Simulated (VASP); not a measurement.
# Re (Fmmm) in VASP: notebook, part 2 of 2

VASP 6.6.1.

### 4 Single point, r2SCAN (strain +0.0525 x Voigt [1, -1, 0, 0, 0, 0])

Contents of POSCAR:

```
Re
1.0
    0.0000000000      1.8713125000      1.9750000000
    2.0786875000      0.0000000000      1.9750000000
    2.0786875000      1.8713125000      0.0000000000
Re
1
Direct
    0.0000000000      0.0000000000      0.0000000000
```

Contents of INCAR.step1:

```
SYSTEM = Re
PREC = Accurate
ENCUT = 520
ISMEAR = 0
SIGMA = 0.15
LREAL = .False.
LASPH = .True.
NELM = 100
NBANDS = 10
GGA = PE
ALGO = Normal
EDIFF = 1E-4
LWAVE = .True.
LCHARG = .False.
```

Contents of INCAR.step2:

```
SYSTEM = Re
PREC = Accurate
ENCUT = 520
EDIFF = 1E-6
ISMEAR = 0
SIGMA = 0.15
LREAL = .False.
LASPH = .True.
NELM = 100
ALGO = Normal
ISIF = 2
LWAVE = .False.
LCHARG = .True.
METAGGA = R2SCAN
LMIXTAU = .True.
LELF = .True.
LVHAR = .True.
NBANDS = 10
ISTART = 1
```

Contents of KPOINTS:

```
Automatic mesh
0
Gamma
  20 20 20
  0 0 0
```

Potentials or basis: VASP PAW PBE potentials, release 64 (Re).

Started as:

```sh
cat potpaw_PBE.64/Re/POTCAR > POTCAR
cp INCAR.step1 INCAR
mpirun -np 1 vasp_std > vasp.out
cp INCAR.step2 INCAR
mpirun -np 1 vasp_std > vasp.out
```

OUTCAR:

```text
SYSTEM = Re
   PREC = Accurate
   ENCUT = 520
   EDIFF = 1E-6
   ISMEAR = 0
   LREAL = .False.
   LASPH = .True.
   NELM = 100
   ISIF = 2
   METAGGA = R2SCAN
   ISTART = 1

 ion  position               nearest neighbor table
   1  0.000  0.000  0.000-

  LATTYP: Found a face centered orthorhombic cell.
 ALAT       =     3.7426250000
 B/A-ratio  =     1.0554089710
 C/A-ratio  =     1.1108179420

  Lattice vectors:

 A1 = (  -2.0786875000,   0.0000000000,  -1.9750000000)
 A2 = (  -2.0786875000,   1.8713125000,   0.0000000000)
 A3 = (   0.0000000000,   1.8713125000,  -1.9750000000)

Analysis of symmetry for initial positions (statically):
=====================================================================
 Subroutine PRICEL returns:
 Original cell was already a primitive cell.

 Routine SETGRP: Setting up the symmetry group for a
 face centered orthorhombic supercell.

 Subroutine GETGRP returns: Found  8 space group operations
 (whereof  8 operations were pure point group operations)
 out of a pool of  8 trial point group operations.

The static configuration has the point symmetry D_2h.

Analysis of symmetry for dynamics (positions and initial velocities):
=====================================================================
 Subroutine PRICEL returns:
 Original cell was already a primitive cell.

 Routine SETGRP: Setting up the symmetry group for a
 face centered orthorhombic supercell.

 Subroutine GETGRP returns: Found  8 space group operations
 (whereof  8 operations were pure point group operations)
 out of a pool of  8 trial point group operations.

The dynamic configuration has the point symmetry D_2h.

 Subroutine INISYM returns: Found  8 space group operations
 (whereof  8 operations are pure point group operations),
 and found     1 'primitive' translations

----------------------------------------------------------------------------------------

                                     Primitive cell

[... 107 lines left out ...]
     AMIX     =   0.40;   BMIX     =  1.00
     AMIX_MAG =   1.60;   BMIX_MAG =  1.00
  volume/ion in A,a.u.               =      15.37       103.69
  Fermi-wavevector in a.u.,A,eV,Ry     =   1.259689  2.380467 21.589944  1.586816
  Thomas-Fermi vector in A             =   2.393236
   LORBIT       =      0    0 simple, 1 ext, 2 COOP (PROOUT), +10 PAW based schemes
   METAGGA = R2SCAN    functional components
   LHFCALC =     F    Hartree Fock is set to
   AEXX    =    0.0000 exact exchange contribution
   IVDW    =     0    specifies the selected vdW correction
   LEPSILON=     F    determine dielectric tensor
   LRPA    =     F    only Hartree local field effects (RPA)
 non-spin polarized calculation
 Gauss-broadening in eV      SIGMA  =   0.15
  energy-cutoff  :      520.00
  volume of cell :       15.37
 maximum number of plane-waves:       429
   NGX = 11   NGY = 11   NGZ = 11

 number of electron       7.0000000 magnetization

 Free energy of the ion-electron system (eV)
  ---------------------------------------------------
  ext. energy  EPLUGINS =         0.00000000
  ---------------------------------------------------
  free energy    TOTEN  =       -52.30016813 eV

  energy without entropy =      -52.28968828  energy(sigma->0) =      -52.29492820

 E-fermi :   7.5169     XC(G=0): -14.7231

 val. band max:        7.5167908543   @ k =   0.4000   0.2000   0.2000
 cond. band min:       7.5178762581   @ k =   0.5000   0.2500   0.2000
 fundamental gap:      0.0010854038
 Fermi energy:         7.5169289510

 k-point     1 :       0.0000    0.0000    0.0000
  band No.  band energies     occupation
      1      -2.8820      2.00000
      2       4.8157      2.00000
      3       5.6419      2.00000
      4       6.3778      2.00000
      5       7.7742      0.01527
      6       9.5432      0.00000
      7      22.0730      0.00000
      8      26.0562      0.00000
      9      27.6910      0.00000
     10      29.8224      0.00000
[... 287 lines left out ...]
 k-point    24 :      -0.3500    0.0500   -0.0000
  band No.  band energies     occupation
      1       0.5466      2.00000
      2       4.9379      2.00000
      3       5.6867      2.00000
      4       6.4270      2.00000
      5       9.7819      0.00000
      6      10.7309      0.00000
      7      19.4828      0.00000
      8      22.9525      0.00000
      9      29.1118      0.00000
     10      31.2334      0.00000

 [... further k-points ...]
[... 5 lines left out ...]
  --------------------------------------------------------------------------------------
  -------------------------------------------------------------------------------------
  Total       -2.6430349     -0.2254415     -1.0737236      0.0000000      0.0000000      0.0000000
  in kB     -275.6010422    -23.5077878   -111.9619490      0.0000000      0.0000000      0.0000000
  external PRESSURE =    -137.0235930 kB  Pullay stress =       0.0000000 kB

 VOLUME and BASIS-vectors are now :
 -----------------------------------------------------------------------------
  energy-cutoff  :      520.00
  volume of cell :       15.37
      direct lattice vectors                 reciprocal lattice vectors
     0.000000000  1.871312500  1.975000000    -0.240536396  0.267192145  0.253164557
     2.078687500  0.000000000  1.975000000     0.240536396 -0.267192145  0.253164557
     2.078687500  1.871312500  0.000000000     0.240536396  0.267192145 -0.253164557

 POSITION                                       TOTAL-FORCE (eV/Angst)
 -----------------------------------------------------------------------------------
      0.00000      0.00000      0.00000         0.000000      0.000000      0.000000
 -----------------------------------------------------------------------------------
    total drift:                                0.000000     -0.000000     -0.000000

  FREE ENERGIE OF THE ION-ELECTRON SYSTEM (eV)
  ---------------------------------------------------
  free  energy   TOTEN  =       -52.3001681303 eV

  energy  without entropy=      -52.2896882753  energy(sigma->0) =      -52.29492820
```

OUTCAR.step1:

```text
SYSTEM = Re
   PREC = Accurate
   ENCUT = 520
   ISMEAR = 0
   LREAL = .False.
   LASPH = .True.
   NELM = 100
[... 530 lines left out ...]
 -----------------------------------------------------------------------------------
      0.00000      0.00000      0.00000         0.000000      0.000000      0.000000
 -----------------------------------------------------------------------------------
    total drift:                               -0.000000      0.000000      0.000000

  FREE ENERGIE OF THE ION-ELECTRON SYSTEM (eV)
  ---------------------------------------------------
  free  energy   TOTEN  =       -12.2893819040 eV

  energy  without entropy=      -12.2784061408  energy(sigma->0) =      -12.28389402
```

OSZICAR.step1:

```text
N       E                     dE             d eps       ncg     rms          rms(c)
DAV:   1     0.523716808550E+01    0.52372E+01   -0.34257E+03 36664   0.771E+02
DAV:   2    -0.126373122694E+02   -0.17874E+02   -0.16608E+02 35774   0.161E+02
DAV:   3    -0.130149961480E+02   -0.37768E+00   -0.36395E+00 38278   0.380E+01
DAV:   4    -0.130171425162E+02   -0.21464E-02   -0.21434E-02 37842   0.138E+00
DAV:   5    -0.130171466322E+02   -0.41160E-05   -0.41160E-05 31808   0.315E-02    0.278E+01
DAV:   6    -0.124750298988E+02    0.54212E+00   -0.47974E-01 36852   0.185E+01    0.108E+01
DAV:   7    -0.122959696230E+02    0.17906E+00   -0.34427E-01 37170   0.149E+01    0.889E-01
DAV:   8    -0.122897272268E+02    0.62424E-02   -0.37155E-03 35696   0.587E-01    0.190E-01
DAV:   9    -0.122893725595E+02    0.35467E-03   -0.34278E-04 32558   0.179E-01    0.203E-02
DAV:  10    -0.122893819040E+02   -0.93445E-05   -0.11581E-05 14754   0.301E-02
   1 F= -.12289382E+02 E0= -.12283894E+02  d E =-.109758E-01
```

Run time: 4.5 min. Hardware: 1 thread of Intel Xeon 6975P-C (Granite Rapids), shared host; peak memory 0.3 GiB.

What came out:

```yaml
Free_energy: -52.3002 eV
Pressure: -13.7 GPa
Band_gap_on_the_k_mesh: zero (an odd number of electrons rules out a gap without spin polarisation)
```

Stress tensor (GPa, compression positive):
```
-27.56   0.00   0.00
  0.00  -2.35   0.00
  0.00   0.00 -11.20
```

Caveat: the cell differs from its parent crystal (strain +0.0525 x Voigt [1, -1, 0, 0, 0, 0]); the stress differs along the axes, from -28 to -2 GPa; the PAW data sets were made with another functional, which shifts forces and pressure a little; spin-orbit coupling is left out, which moves the levels of the heavy elements.

### 5 Single point, r2SCAN (strain +0.0375 x Voigt [1, -1, 0, 0, 0, 0])

Contents of POSCAR:

```
Re
1.0
    0.0000000000      1.9009375000      1.9750000000
    2.0490625000      0.0000000000      1.9750000000
    2.0490625000      1.9009375000      0.0000000000
Re
1
Direct
    0.0000000000      0.0000000000      0.0000000000
```

Contents of INCAR.step1:

```
PREC = Accurate
ENCUT = 520
ISMEAR = 0
SIGMA = 0.15
LREAL = F
LASPH = T
NELM = 100
NBANDS = 10
GGA = PE
ALGO = Normal
EDIFF = 1E-4
LWAVE = T
LCHARG = F
```

Contents of INCAR.step2:

```
PREC = Accurate
ENCUT = 520
EDIFF = 1E-7
ISMEAR = 0
SIGMA = 0.15
LREAL = F
LASPH = T
NELM = 100
ALGO = Normal
ISIF = 2
LWAVE = F
LCHARG = T
METAGGA = R2SCAN
LMIXTAU = T
LELF = T
LVHAR = T
NBANDS = 10
ISTART = 1
```

Contents of KPOINTS:

```
regular mesh
0
Gamma
  20 20 20
```

Started as:

```sh
cat potpaw_PBE.64/Re/POTCAR > POTCAR
cp INCAR.step1 INCAR
mpirun -np 1 vasp_std > vasp.out
cp INCAR.step2 INCAR
mpirun -np 1 vasp_std > vasp.out
```

Run time: 6.1 min. Hardware: 1 thread of Intel Xeon 6975P-C (Granite Rapids), shared host; peak memory 0.31 GiB.

The run converged. Its results:

```
Free energy            : -52.3306 eV
Pressure               : -14.7 GPa
Band gap on the k mesh : zero (an odd number of electrons rules out a gap without spin polarisation)
```

Stress tensor (GPa, compression positive):
```
-24.90   0.00   0.00
  0.00  -5.66   0.00
  0.00   0.00 -13.44
```

Levels at points of the mesh, in eV from the Fermi level:
| k point | band 1 | band 2 | band 3 | band 4 | band 5 | band 6 | band 7 | band 8 |
| --- | --- | --- | --- | --- | --- | --- | --- | --- |
| (0.00, 0.00, 0.00) | -10.37 | -2.48 | -1.90 | -1.37 | 0.56 | 1.83 | 14.50 | 19.01 |
| (0.50, 0.00, 0.00) | -6.94 | -2.59 | -1.56 | 0.00 | 3.37 | 3.90 | 9.81 | 13.85 |
| (0.50, 0.50, 0.00) | -6.77 | -5.91 | 2.58 | 3.50 | 3.75 | 4.82 | 12.00 | 12.95 |
| (0.50, 0.00, 0.50) | -6.72 | -6.01 | 3.43 | 3.58 | 4.01 | 4.62 | 11.56 | 12.07 |
| (0.00, 0.50, 0.50) | -6.82 | -5.90 | 1.80 | 3.69 | 4.04 | 4.49 | 11.95 | 12.89 |

Caveat: the cell differs from its parent crystal (strain +0.0375 x Voigt [1, -1, 0, 0, 0, 0]); the stress differs along the axes, from -25 to -6 GPa; the PAW data sets were made with another functional, which shifts forces and pressure a little; spin-orbit coupling is left out, which moves the levels of the heavy elements.

### 6 The runs side by side

| cell | gap on the mesh (eV) | pressure (GPa) |
| --- | --- | --- |
| a = 2.878, b = 2.711, c = 2.798 Å, angles 63.0, 57.0, 60.0°, 1 atom | none | -13.1 |
| a = 2.731, b = 2.857, c = 2.796 Å, angles 57.8, 62.2, 60.0°, 1 atom | none | -14.2 |
| a = 2.721, b = 2.867, c = 2.797 Å, angles 57.4, 62.6, 60.0°, 1 atom | none | -13.7 |
| a = 2.741, b = 2.846, c = 2.795 Å, angles 58.1, 61.9, 60.0°, 1 atom | none | -14.7 |

Alike in all rows: task single point; level r2SCAN; potentials or basis VASP PAW PBE potentials, release 64 (Re); no spin polarisation; k mesh 20 × 20 × 20; cutoff (eV) 520; smearing gaussian 0.15 eV.

Caveats: the PAW data sets were made with another functional, which shifts forces and pressure a little; spin-orbit coupling is left out, which moves the levels of the heavy elements; the stress differs along the axes, from -28 to -1 GPa (at least some runs); the stress differs along the axes, from -26 to -4 GPa (at least some runs); the stress differs along the axes, from -28 to -2 GPa (at least some runs); the stress differs along the axes, from -25 to -6 GPa (at least some runs).

Total energies depend on the potentials used, so only differences within one code and one set of settings carry meaning.
